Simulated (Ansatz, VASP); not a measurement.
**One calculation of Sc, two programs**

```
CELL_PARAMETERS angstrom
-3.32008 0.00000 0.00000
0.00000 0.00000 -5.16436
0.00000 -5.75055 0.00000
ATOMIC_POSITIONS crystal
Sc 0.50000 0.75000 0.16667
Sc 0.00000 0.75000 0.66667
Sc 0.00000 0.25000 0.33333
Sc 0.50000 0.25000 0.83333
```

Alike in both runs: functional PBE; k mesh 12 × 8 × 8; occupations gaussian, width 0.1 eV; no spin polarisation.

Ansatz relaxed the structure, and its values are those at the end. VASP's run is a single point on that final structure, the one shown.

```csv
,VASP,Ansatz
version,VASP 6.6.1,Ansatz 0.2.0
potentials or method,"VASP PAW PBE potentials, release 64 (Sc_sv), cutoff 520 eV","scalar-relativistic, plane waves, PAW"
valence electrons in the cell,44,44
```

|  | VASP | Ansatz | Ansatz less VASP |
| --- | --- | --- | --- |
| gap on the k mesh at the Fermi level (eV) | none | none | - |
| pressure (GPa) | 0.0 | 0.0 | -0.03 |

A gap of «none» marks a metal or a gap that the smearing closes.
